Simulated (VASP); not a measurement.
# Ga2O3 (P-62m) in VASP: a series of runs

Runs on Ga2O3. Level: PBE. Tasks: single point, relaxation of cell and atoms.

Program: VASP 6.6.1. These are calculated values, not measurements. Logs are shortened: lines on timing, memory, paths and dates and some standing lists are left out, and cuts for length are marked.

## (1) The cell of the first run

The structure is hexagonal, space group P-62m (No. 189). Conventional cell: a = 4.754 Å, b = 4.754 Å, c = 2.690 Å, α = 90.00°, β = 90.00°, γ = 120.00°. Within 2.8 Å of Ga (site symmetry -6) lie 6 O at 2.08 Å and 5 Ga at 2.69 to 2.74 Å. Within 2.8 Å of O (site symmetry m2m) lie 4 Ga at 2.08 Å and 8 O at 2.69 to 2.74 Å.

## (2) Single point, PBE (atoms taken out)

Contents of INCAR:

```
SYSTEM = Ga2O3
PREC = Accurate
ENCUT = 520
EDIFF = 1E-6
ISMEAR = 0
SIGMA = 0.1
LREAL = .False.
LASPH = .True.
NELM = 100
ALGO = Normal
ISIF = 2
LWAVE = .False.
LCHARG = .False.
GGA = PE
NBANDS = 30
```

Contents of KPOINTS:

```
regular mesh
0
Gamma
  6 6 6
  0 0 0
```

Contents of POSCAR:

```
Ga2O3
1.0
    4.7542603500      0.0000000000      0.0000000000
   -2.3771301700      4.1173102400      0.0000000000
    0.0000000000      0.0000000000      2.6899760200
Ga O
2 3
Direct
    0.6666666700      0.3333333300      0.0000000000
    0.3333333300      0.6666666700      0.0000000000
    0.6666666700      0.6666666700      0.5000000000
    0.3333333300      0.0000000000      0.5000000000
    0.0000000000      0.3333333300      0.5000000000
```

Potentials or basis: VASP PAW PBE potentials, release 64 (Ga_d, O).

Launch:

```
> cat potpaw_PBE.64/Ga_d/POTCAR potpaw_PBE.64/O/POTCAR > POTCAR
> mpirun -np 1 vasp_std > vasp.out
```

OUTCAR:

```text
SYSTEM = Ga2O3
   PREC = Accurate
   ENCUT = 520
   EDIFF = 1E-6
   ISMEAR = 0
   LREAL = .False.
   LASPH = .True.
   NELM = 100
   ISIF = 2
   GGA = PE

 ion  position               nearest neighbor table
   1  0.667  0.333  0.000-   5 2.08   5 2.08   4 2.08   4 2.08   3 2.08   3 2.08   2 2.74   2 2.74
                             2 2.74
   2  0.333  0.667  0.000-   4 2.08   4 2.08   5 2.08   5 2.08   3 2.08   3 2.08   1 2.74   1 2.74
                             1 2.74
   3  0.667  0.667  0.500-   1 2.08   1 2.08   2 2.08   2 2.08
   4  0.333  0.000  0.500-   2 2.08   2 2.08   1 2.08   1 2.08
   5  0.000  0.333  0.500-   1 2.08   1 2.08   2 2.08   2 2.08

  LATTYP: Found a hexagonal cell.
 ALAT       =     4.7542603500
 C/A-ratio  =     0.5658032632

  Lattice vectors:

 A1 = (   4.7542603500,   0.0000000000,   0.0000000000)
 A2 = (  -2.3771301700,   4.1173102400,   0.0000000000)
 A3 = (   0.0000000000,   0.0000000000,   2.6899760200)

Analysis of symmetry for initial positions (statically):
=====================================================================
 Subroutine PRICEL returns:
 Original cell was already a primitive cell.

 Routine SETGRP: Setting up the symmetry group for a
 hexagonal supercell.

 Subroutine GETGRP returns: Found 12 space group operations
 (whereof 12 operations were pure point group operations)
 out of a pool of 24 trial point group operations.

The static configuration has the point symmetry D_3h.

Analysis of symmetry for dynamics (positions and initial velocities):
=====================================================================
 Subroutine PRICEL returns:
 Original cell was already a primitive cell.

 Routine SETGRP: Setting up the symmetry group for a
 hexagonal supercell.

 Subroutine GETGRP returns: Found 12 space group operations
 (whereof 12 operations were pure point group operations)
 out of a pool of 24 trial point group operations.

The dynamic configuration has the point symmetry D_3h.

 Subroutine INISYM returns: Found 12 space group operations
 (whereof 12 operations are pure point group operations),
 and found     1 'primitive' translations

----------------------------------------------------------------------------------------

                                     Primitive cell

  volume of cell :      52.6556

  direct lattice vectors                    reciprocal lattice vectors
     4.754260350  0.000000000  0.000000000     0.210337661  0.121438505  0.000000000
    -2.377130170  4.117310240  0.000000000     0.000000000  0.242877010  0.000000000
     0.000000000  0.000000000  2.689976020     0.000000000  0.000000000  0.371750526

  length of vectors
     4.754260350  4.754260348  2.689976020     0.242877010  0.242877010  0.371750526

  position of ions in fractional coordinates (direct lattice)
     0.666666670  0.333333330  0.000000000
     0.333333330  0.666666670  0.000000000
     0.666666670  0.666666670  0.500000000
     0.333333330  0.000000000  0.500000000
     0.000000000  0.333333330  0.500000000

  ion indices of the primitive-cell ions
   primitive index   ion index
                 1           1
                 2           2
                 3           3
                 4           4
                 5           5

----------------------------------------------------------------------------------------

 KPOINTS: regular mesh

Automatic generation of k-mesh.
 Grid dimensions read from file:
 generate k-points for:    6    6    6

 Generating k-lattice:

  Cartesian coordinates                     Fractional coordinates (reciprocal lattice)
     0.035056277  0.020239751  0.000000000     0.166666667  0.000000000  0.000000000
     0.000000000  0.040479502  0.000000000     0.000000000  0.166666667  0.000000000
     0.000000000  0.000000000  0.061958421     0.000000000  0.000000000  0.166666667

  Length of vectors
     0.040479502  0.040479502  0.061958421

  Shift w.r.t. Gamma in fractional coordinates (k-lattice)
     0.000000000  0.000000000  0.000000000

 Subroutine IBZKPT returns following result:
 ===========================================

 Found     28 irreducible k-points:

 Following reciprocal coordinates:
            Coordinates               Weight
  0.000000  0.000000  0.000000      1.000000
  0.166667 -0.000000  0.000000      6.000000
  0.333333  0.000000  0.000000      6.000000
  0.500000  0.000000  0.000000      3.000000
  0.166667  0.166667  0.000000      6.000000
  0.333333  0.166667  0.000000     12.000000
[... 16 lines left out ...]
  0.166667 -0.000000  0.500000      6.000000
  0.333333  0.000000  0.500000      6.000000
 [... further k-points ...]
   k-points           NKPTS =     28   k-points in BZ     NKDIM =     28   number of bands    NBANDS=     30
   number of dos      NEDOS =    301   number of ions     NIONS =      5
   total plane-waves  NPLWV =  25920
   dimension x,y,z NGX =    36 NGY =   36 NGZ =   20
   dimension x,y,z NGXF=    72 NGYF=   72 NGZF=   40
   ions per type =               2   3
   NGX,Y,Z   is equivalent  to a cutoff of  12.59, 12.59, 12.36 a.u.
   NGXF,Y,Z  is equivalent  to a cutoff of  25.18, 25.18, 24.72 a.u.
 SYSTEM =  Ga2O3
   PREC   = accura    normal or accurate (medium, high low for compatibility)
   ISTART =      0    job   : 0-new  1-cont  2-samecut
   ICHARG =      2    charge: 1-file 2-atom 10-const
   ISPIN  =      1    spin polarized calculation?
   LNONCOLLINEAR =      F non collinear calculations
   LSORBIT =      F    spin-orbit coupling
   LASPH  =      T    aspherical Exc in radial PAW
   ENCUT  =  520.0 eV  38.22 Ry    6.18 a.u.   8.84  8.84  5.00*2*pi/ulx,y,z
   NELM   =    100;   NELMIN=  2; NELMDL= -5     # of ELM steps
   EDIFF  = 0.1E-05   stopping-criterion for ELM
   LREAL  =      F    real-space projection
   EDIFFG = 0.1E-04   stopping-criterion for IOM
   NSW    =      0    number of steps for IOM
   IBRION =     -1    ionic relax: 0-MD 1-quasi-New 2-CG
   NFREE  =      0    steps in history (QN), initial steepest desc. (CG)
   ISIF   =      2    stress and relaxation
   ISYM   =      2    0-nonsym 1-usesym 2-fastsym
   POTIM  = 0.5000    time-step for ionic-motion
   TEBEG  =    0.0;   TEEND  =   0.0 temperature during run
   PSTRESS=    0.0 pullay stress
   NELECT =      44.0000    total number of electrons
   NUPDOWN=      -1.0000    fix difference up-down
   EMIN   =  10.00;   EMAX   =-10.00  energy-range for DOS
   EFERMI =   0.00;   METHOD = LEGACY
   ISMEAR =     0;   SIGMA  =   0.10  broadening in eV -4-tet -1-fermi 0-gaus
   EFERMI_NEDOS =   21; number of points for ismear=-14 and -15
   IALGO  =     38    algorithm
   IMIX   =      4    mixing-type and parameters
     AMIX     =   0.40;   BMIX     =  1.00
     AMIX_MAG =   1.60;   BMIX_MAG =  1.00
  volume/ion in A,a.u.               =      10.53        71.07
  Fermi-wavevector in a.u.,A,eV,Ry     =   1.541975  2.913911 32.350405  2.377688
  Thomas-Fermi vector in A             =   2.647845
   LORBIT       =      0    0 simple, 1 ext, 2 COOP (PROOUT), +10 PAW based schemes
   GGA     = PE    functional components
   LHFCALC =     F    Hartree Fock is set to
   AEXX    =    0.0000 exact exchange contribution
   IVDW    =     0    specifies the selected vdW correction
   LEPSILON=     F    determine dielectric tensor
   LRPA    =     F    only Hartree local field effects (RPA)
 non-spin polarized calculation
 Gauss-broadening in eV      SIGMA  =   0.10
  energy-cutoff  :      520.00
  volume of cell :       52.66
 maximum number of plane-waves:      1438
 NGX is ok and might be reduce to    36
   NGX = 17   NGY = 17   NGZ = 11

 number of electron      43.9999988 magnetization

 Free energy of the ion-electron system (eV)
  ---------------------------------------------------
  ext. energy  EPLUGINS =         0.00000000
  ---------------------------------------------------
  free energy    TOTEN  =       -26.48636442 eV

  energy without entropy =      -26.48636442  energy(sigma->0) =      -26.48636442

 E-fermi :   4.6849     XC(G=0): -11.6757

 val. band max:        4.2777929684   @ k =   0.0000   0.0000   0.5000
 cond. band min:       5.3452281583   @ k =   0.0000   0.0000   0.0000
 fundamental gap:      1.0674351899
 Fermi energy:         4.6849156283

 k-point     1 :       0.0000    0.0000    0.0000
  band No.  band energies     occupation
      1     -14.8904      2.00000
      2     -13.0580      2.00000
      3     -13.0580      2.00000
      4      -9.8534      2.00000
      5      -9.8470      2.00000
      6      -9.6845      2.00000
[... 22 lines left out ...]
     29      17.3044      0.00000
     30      18.8948      0.00000

 k-point     2 :       0.1667   -0.0000    0.0000
  band No.  band energies     occupation
      1     -14.7783      2.00000
      2     -13.1647      2.00000
      3     -13.0967      2.00000
      4      -9.8550      2.00000
      5      -9.8517      2.00000
      6      -9.6730      2.00000
[... 22 lines left out ...]
     29      17.7972      0.00000
     30      19.0603      0.00000

 k-point     3 :       0.3333    0.0000    0.0000
  band No.  band energies     occupation
      1     -14.4741      2.00000
      2     -13.4688      2.00000
      3     -13.1685      2.00000
      4      -9.8689      2.00000
      5      -9.8520      2.00000
      6      -9.6401      2.00000
[... 22 lines left out ...]
     29      18.3525      0.00000
     30      18.9937      0.00000

 k-point     4 :       0.5000    0.0000    0.0000
  band No.  band energies     occupation
      1     -14.1850      2.00000
      2     -13.7622      2.00000
      3     -13.2022      2.00000
      4      -9.8774      2.00000
      5      -9.8513      2.00000
      6      -9.6146      2.00000
[... 616 lines left out ...]
     29      16.8534      0.00000
     30      19.0949      0.00000

 k-point    23 :       0.1667   -0.0000    0.5000
  band No.  band energies     occupation
      1     -13.4175      2.00000
      2     -12.7845      2.00000
      3     -12.7732      2.00000
      4      -9.7581      2.00000
      5      -9.7475      2.00000
      6      -9.7380      2.00000
[... 22 lines left out ...]
     29      17.0907      0.00000
     30      18.7229      0.00000

 k-point    24 :       0.3333    0.0000    0.5000
  band No.  band energies     occupation
      1     -13.2703      2.00000
      2     -12.9010      2.00000
      3     -12.8196      2.00000
      4      -9.7913      2.00000
      5      -9.7744      2.00000
      6      -9.7272      2.00000
[... 22 lines left out ...]
     29      17.0137      0.00000
     30      17.8404      0.00000

 [... further k-points ...]

------------------------ aborting loop because EDIFF is reached ----------------------------------------

  FORCE on cell =-STRESS in cart. coord.  units (eV):
  Direction    XX          YY          ZZ          XY          YZ          ZX
  --------------------------------------------------------------------------------------
  -------------------------------------------------------------------------------------
  Total        2.0705346      2.0705346     -2.9383053      0.0000000      0.0000000      0.0000000
  in kB       63.0010960     63.0010960    -89.4051493      0.0000001      0.0000000      0.0000000
  external PRESSURE =      12.1990142 kB  Pullay stress =       0.0000000 kB

 VOLUME and BASIS-vectors are now :
 -----------------------------------------------------------------------------
  energy-cutoff  :      520.00
  volume of cell :       52.66
      direct lattice vectors                 reciprocal lattice vectors
     4.754260350  0.000000000  0.000000000     0.210337661  0.121438505  0.000000000
    -2.377130170  4.117310240  0.000000000     0.000000000  0.242877010  0.000000000
     0.000000000  0.000000000  2.689976020     0.000000000  0.000000000  0.371750526

 POSITION                                       TOTAL-FORCE (eV/Angst)
 -----------------------------------------------------------------------------------
      2.37713      1.37244      0.00000         0.000000     -0.000000      0.000000
     -0.00000      2.74487      0.00000         0.000000      0.000000      0.000000
      1.58475      2.74487      1.34499        -0.787775     -1.364467      0.000000
      1.58475      0.00000      1.34499         1.575550     -0.000000      0.000000
     -0.79238      1.37244      1.34499        -0.787775      1.364467      0.000000
 -----------------------------------------------------------------------------------
    total drift:                               -0.000004     -0.000006     -0.000000

  FREE ENERGIE OF THE ION-ELECTRON SYSTEM (eV)
  ---------------------------------------------------
  free  energy   TOTEN  =       -26.4863644192 eV

  energy  without entropy=      -26.4863644192  energy(sigma->0) =      -26.48636442
```

Wall time 33 s (1 thread of Intel Xeon Platinum 8488C (Sapphire Rapids), shared host); peak memory 0.18 GiB.

What came out:

```yaml
Free_energy: -26.4864 eV
Pressure: 1.2 GPa
Largest_force: 1.576 eV/Å
Band_gap_on_the_k_mesh: 1.07 eV (least direct gap 1.42 eV)
```

Forces on the atoms (eV/Å):
```
Ga   0.000  0.000  0.000
Ga   0.000  0.000  0.000
O   -0.788 -1.364  0.000
O    1.576  0.000  0.000
O   -0.788  1.364  0.000
```

Levels at points of the mesh, in eV from the valence-band top:
```tsv
k point	band 18	band 19	band 20	band 21	band 22	band 23	band 24	band 25	band 26	band 27
(0.00, 0.00, 0.00)	-1.95	-0.52	-0.52	-0.35	-0.35	1.07	7.67	7.94	7.94	10.76
(0.50, 0.00, 0.00)	-1.50	-1.40	-1.12	-1.02	-0.61	3.54	4.25	6.01	8.53	10.71
(0.00, 0.00, 0.50)	-2.33	-2.32	-2.32	0.00	0.00	2.61	5.07	5.07	5.77	7.49
(0.50, 0.00, 0.50)	-3.36	-1.82	-1.05	-0.42	-0.34	2.62	4.35	6.91	9.44	9.83
```

Caveat: the cell differs from its parent crystal (atoms taken out); the stress differs along the axes, from -9 to 6 GPa; forces of over 1 eV/Å act on the atoms, so gaps and moduli don't describe the material at rest. A k mesh can miss the band edges.

(Continued in part 2 of 2.)
